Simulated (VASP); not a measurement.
# As (R-3m) in VASP: notebook, part 2 of 2

VASP 6.6.1. The steps go on from the part before.

## 4. Single point, LDA

This run uses another cell than the first one, of 22.39 Å³/atom, 1.040 times its volume.

INCAR reads:

```
  PREC = Accurate
  ENCUT = 520
  EDIFF = 1E-7
  ISMEAR = -1
  SIGMA = 0.05
  LREAL = False
  LASPH = True
  NELM = 60
  ALGO = Normal
  ISIF = 2
  LWAVE = False
  LCHARG = True
  LELF = True
  LVHAR = True
  NBANDS = 12
```

KPOINTS reads:

```
regular mesh
0
Gamma
  9 9 9
```

POSCAR reads:

```
As
1.0
    1.9055470646      1.1001681106      3.5603049553
   -1.9055470646      1.1001681106      3.5603049553
    0.0000000000     -2.2003362214      3.5603049553
As
2
Direct
    0.2260000000      0.2260000000      0.2260000000
    0.7740000000      0.7740000000      0.7740000000
```

Potentials or basis: VASP PAW LDA potentials, release 64 (As).

On the command line:

```sh
$ cat potpaw_LDA.64/As/POTCAR > POTCAR
$ mpirun -np 1 vasp_std > vasp.out
```

OUTCAR:

```text
PREC = Accurate
   ENCUT = 520
   EDIFF = 1E-7
   ISMEAR = -1
   LREAL = False
   LASPH = True
   NELM = 60
   ISIF = 2

 ion  position               nearest neighbor table
   1  0.226  0.226  0.226-   2 2.54   2 2.54   2 2.54
   2  0.774  0.774  0.774-   1 2.54   1 2.54   1 2.54

  LATTYP: Found a trigonal (rhomboedric) cell.
 ALAT       =     4.1853614971
 COS(alpha) =     0.5854247172

  Lattice vectors:

 A1 = (   1.9055470646,   1.1001681106,   3.5603049553)
 A2 = (  -1.9055470646,   1.1001681106,   3.5603049553)
 A3 = (   0.0000000000,  -2.2003362214,   3.5603049553)

Analysis of symmetry for initial positions (statically):
=====================================================================
 Subroutine PRICEL returns:
 Original cell was already a primitive cell.

 Routine SETGRP: Setting up the symmetry group for a
 trigonal (rhombohedral) supercell.

 Subroutine GETGRP returns: Found 12 space group operations
 (whereof 12 operations were pure point group operations)
 out of a pool of 12 trial point group operations.

The static configuration has the point symmetry D_3d.

Analysis of symmetry for dynamics (positions and initial velocities):
=====================================================================
 Subroutine PRICEL returns:
 Original cell was already a primitive cell.

 Routine SETGRP: Setting up the symmetry group for a
 trigonal (rhombohedral) supercell.

 Subroutine GETGRP returns: Found 12 space group operations
 (whereof 12 operations were pure point group operations)
 out of a pool of 12 trial point group operations.

The dynamic configuration has the point symmetry D_3d.

 Subroutine INISYM returns: Found 12 space group operations
 (whereof 12 operations are pure point group operations),
 and found     1 'primitive' translations

[... 111 lines left out ...]
   IALGO  =     38    algorithm
   IMIX   =      4    mixing-type and parameters
     AMIX     =   0.40;   BMIX     =  1.00
     AMIX_MAG =   1.60;   BMIX_MAG =  1.00
  volume/ion in A,a.u.               =      22.39       151.11
  Fermi-wavevector in a.u.,A,eV,Ry     =   0.993198  1.876872 13.421358  0.986442
  Thomas-Fermi vector in A             =   2.125063
   LORBIT       =      0    0 simple, 1 ext, 2 COOP (PROOUT), +10 PAW based schemes
   GGA     = CA    functional components
   LHFCALC =     F    Hartree Fock is set to
   AEXX    =    0.0000 exact exchange contribution
   IVDW    =     0    specifies the selected vdW correction
   LEPSILON=     F    determine dielectric tensor
   LRPA    =     F    only Hartree local field effects (RPA)
 non-spin polarized calculation
  energy-cutoff  :      520.00
  volume of cell :       44.78
 maximum number of plane-waves:      1221
   NGX = 15   NGY = 15   NGZ = 15

 number of electron      10.0000000 magnetization

 number of electron       9.9999999 magnetization

 Free energy of the ion-electron system (eV)
  ---------------------------------------------------
  ext. energy  EPLUGINS =         0.00000000
  ---------------------------------------------------
  free energy    TOTEN  =       -10.74032591 eV

  energy without entropy =      -10.73883317  energy(sigma->0) =      -10.73957954

 E-fermi :   4.9251     XC(G=0):  -9.9931

 val. band max:        4.8659317273   @ k =   0.4444  -0.0000   0.0000
 cond. band min:       4.9533040240   @ k =   0.4444   0.3333   0.3333
 fundamental gap:      0.0873722968
 Fermi energy:         4.9251291840

 k-point     1 :       0.0000    0.0000    0.0000
  band No.  band energies     occupation
      1      -9.7253      2.00000
      2      -1.0510      2.00000
      3       2.6540      2.00000
      4       3.0557      2.00000
      5       3.0557      2.00000
      6       6.5530      0.00000
      7       7.8069      0.00000
      8       7.8069      0.00000
      9      11.9001      0.00000
     10      11.9001      0.00000
     11      12.3291      0.00000
     12      13.6491      0.00000
[... 331 lines left out ...]
 k-point    24 :       0.4444    0.4444    0.0000
  band No.  band energies     occupation
      1      -7.2802      2.00000
      2      -4.5148      2.00000
      3      -0.6269      2.00000
      4       1.0941      2.00000
      5       1.1079      2.00000
      6       6.5506      0.00000
      7      10.1192      0.00000
      8      11.4242      0.00000
      9      11.5749      0.00000
     10      15.4199      0.00000
     11      16.0931      0.00000
     12      17.4078      0.00000

 [... further k-points ...]
[... 5 lines left out ...]
  --------------------------------------------------------------------------------------
  -------------------------------------------------------------------------------------
  Total       -1.0749825     -1.0749825     -0.9770859      0.0000000      0.0000000      0.0000000
  in kB      -38.4587175    -38.4587175    -34.9563548      0.0000000      0.0000000      0.0000000
  external PRESSURE =     -37.2912632 kB  Pullay stress =       0.0000000 kB

 VOLUME and BASIS-vectors are now :
 -----------------------------------------------------------------------------
  energy-cutoff  :      520.00
  volume of cell :       44.78
      direct lattice vectors                 reciprocal lattice vectors
     1.905547065  1.100168111  3.560304955     0.262391840  0.151491999  0.093624939
    -1.905547065  1.100168111  3.560304955    -0.262391840  0.151491999  0.093624939
     0.000000000 -2.200336221  3.560304955     0.000000000 -0.302983999  0.093624939

 POSITION                                       TOTAL-FORCE (eV/Angst)
 -----------------------------------------------------------------------------------
      0.00000     -0.00000      2.41389         0.000000     -0.000000      0.075111
      0.00000     -0.00000      8.26703         0.000000      0.000000     -0.075111
 -----------------------------------------------------------------------------------
    total drift:                                0.000000     -0.000000      0.000000

  FREE ENERGIE OF THE ION-ELECTRON SYSTEM (eV)
  ---------------------------------------------------
  free  energy   TOTEN  =       -10.7403259104 eV

  energy  without entropy=      -10.7388331664  energy(sigma->0) =      -10.73957954
```

stdout:

```text
POSCAR found type information on POSCAR As
 POSCAR found :  1 types and       2 ions
 scaLAPACK will be used
 LDA part: xc-table for (Slater(with rela. corr.)+CA(PZ))
 , standard interpolation
 POSCAR, INCAR and KPOINTS ok, starting setup
 FFT: planning ... GRIDC
 FFT: planning ... GRID_SOFT
 FFT: planning ... GRID
 WAVECAR not read
 entering main loop
```

Run time: 20 s. Hardware: 1 thread of AMD EPYC 9R45 (Zen 5), shared host; peak memory 0.14 GiB.

What came out:

```
Free energy            : -10.7403 eV
Pressure               : -3.7 GPa
Largest force          : 0.075 eV/Å
Band gap on the k mesh : zero (band 5 reaches 4.95 eV, above the bottom of band 6 at 4.87 eV)
```

Forces in eV/Å, atoms in the order of the input:
```
As   0.000  0.000  0.075
As   0.000  0.000 -0.075
```

## 5. Single point, PBEsol

This run uses another cell than the first one, of 22.39 Å³/atom, 1.040 times its volume.

INCAR reads:

```
ALGO = Normal ; EDIFF = 1E-6
ENCUT = 520 ; GGA = PS
ISIF = 2 ; ISMEAR = -1
LASPH = T ; LCHARG = T
LELF = T ; LREAL = F
LVHAR = T ; LWAVE = F
NBANDS = 12 ; NELM = 100
PREC = Accurate ; SIGMA = 0.05
```

KPOINTS reads:

```
k-points
0
Gamma
  9 9 9
```

POSCAR is that of step 4.

Potentials or basis: VASP PAW PBE potentials, release 64 (As).

On the command line:

```sh
$ cat potpaw_PBE.64/As/POTCAR > POTCAR
$ mpirun -np 1 vasp_std > vasp.out
```

Run time: 18 s. Hardware: 1 thread of AMD EPYC 9R45 (Zen 5), shared host; peak memory 0.16 GiB.

It converged, with:

| Item | Value |
| --- | --- |
| Free energy | -10.1961 eV |
| Pressure | -2.2 GPa |
| Largest force | 0.173 eV/Å |
| Band gap on the k mesh | zero (band 5 reaches 4.88 eV, above the bottom of band 6 at 4.78 eV) |

Forces on the atoms (eV/Å):
```
As   0.000  0.000  0.173
As   0.000  0.000 -0.173
```

Stress tensor (GPa, compression positive):
```
-2.28  0.00  0.00
 0.00 -2.28  0.00
 0.00  0.00 -2.07
```

Levels at points of the mesh, in eV from the Fermi level:
| k point | band 1 | band 2 | band 3 | band 4 | band 5 | band 6 | band 7 | band 8 | band 9 | band 10 |
| --- | --- | --- | --- | --- | --- | --- | --- | --- | --- | --- |
| (0.00, 0.00, 0.00) | -14.67 | -5.92 | -2.30 | -1.89 | -1.89 | 1.61 | 2.88 | 2.88 | 6.90 | 6.90 |

Caveat: the PAW data sets were made with another functional, which shifts forces and pressure a little.

## 6. Overview

| level | potentials or basis | cell | gap on the mesh (eV) | pressure (GPa) | largest force (eV/Å) |
| --- | --- | --- | --- | --- | --- |
| LDA | VASP PAW LDA potentials, release 64 (As) | a = 4.131 Å, angles 54.2°, 2 atoms | none | -0.9 | 0.33 |
| LDA | VASP PAW LDA potentials, release 64 (As) | a = 4.158 Å, angles 54.2°, 2 atoms | none | -2.4 | 0.20 |
| LDA | VASP PAW LDA potentials, release 64 (As) | a = 4.185 Å, angles 54.2°, 2 atoms | none | -3.7 | 0.08 |
| PBEsol | VASP PAW PBE potentials, release 64 (As) | a = 4.185 Å, angles 54.2°, 2 atoms | none | -2.2 | 0.17 |

Alike in all rows: task single point; no spin polarisation; k mesh 9 × 9 × 9; cutoff (eV) 520; smearing fermi-dirac 0.05 eV.

Caveats: the PAW data sets were made with another functional, which shifts forces and pressure a little (some runs).

Total energies depend on the potentials used, so only differences within one code and one set of settings carry meaning.
